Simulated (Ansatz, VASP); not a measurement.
# BeCd2S3 in VASP and in Ansatz

The input INCAR:

```
PREC = Accurate
ENCUT = 600
EDIFF = 1E-7
ISMEAR = 0
SIGMA = 0.1
LREAL = F
LASPH = T
NELM = 80
ALGO = Normal
ISIF = 3
LWAVE = F
LCHARG = F
GGA = PE
IBRION = 2
NSW = 100
EDIFFG = -0.01
```

File KPOINTS:

```
regular mesh
0
Gamma
  10 10 4
```

POSCAR

```
BeCd2S3
1.0
    3.7519715797      0.0000000000      0.0000000000
    0.0000000000      3.7519715797      0.0000000000
    0.0000000000      0.0000000000      9.6287766536
Be Cd S
1 2 3
Direct
    0.5000000000      0.5000000000      0.5000000000
    0.0000000000      0.0000000000      0.0000000000
    0.5000000000      0.5000000000      0.0000000000
    0.0000000000      0.0000000000      0.2605806348
    0.0000000000      0.0000000000      0.7394193652
    0.0000000000      0.0000000000      0.5000000000
```

Input for Ansatz:

```yaml
crystal:
  lattice:
    - [3.7519715797, 0.0, 0.0]
    - [0.0, 3.7519715797, 0.0]
    - [0.0, 0.0, 9.6287766536]
  atoms:
    - { symbol: Be, position: [0.5, 0.5, 0.5] }
    - { symbol: Cd, position: [0.0, 0.0, 0.0] }
    - { symbol: Cd, position: [0.5, 0.5, 0.0] }
    - { symbol: S, position: [0.0, 0.0, 0.2605806348] }
    - { symbol: S, position: [0.0, 0.0, 0.7394193652] }
    - { symbol: S, position: [0.0, 0.0, 0.5] }
basis:
  ecutwfc: 420
kpoints:
  mp_grid: { grid: [10, 10, 4] }
hamiltonian:
  xc: pbe
scf:
  occupations: { method: gaussian, width: 0.1 }
output:
  forces: true
  stress: true
  eigenvalues: true
relax:
  adjacent_minimum: "off"
  f_tol: 0.01
  max_steps: 80
  cell: { stress_tol: 0.05 }
```

Alike in both runs: task relaxation of cell and atoms; functional PBE; k mesh 10 × 10 × 4; occupations gaussian, width 0.1 eV; no spin polarisation.

|  | VASP | Ansatz |
| --- | --- | --- |
| version | VASP 6.6.1 | Ansatz 0.2.0 |
| potentials or method | VASP PAW PBE potentials, release 64 (Be, Cd, S), cutoff 600 eV | scalar-relativistic, plane waves, PAW |
| valence electrons in the cell | 44 | 60 |

|  | VASP | Ansatz | Ansatz less VASP |
| --- | --- | --- | --- |
| gap on the k mesh at the Fermi level, each at its own relaxed structure (eV) | none | none | - |
| relaxed volume (Å³/atom) | 22.69 | 22.58 | -0.110 |
| relaxed cell length with the largest relative difference (Å) | 3.728 | 3.720 | -0.0084 |

A gap of «none» marks a metal or a gap that the smearing closes. VASP's potentials hold 44 valence electrons a cell and Ansatz's 60, so a difference there can come from the potentials and not from the codes.
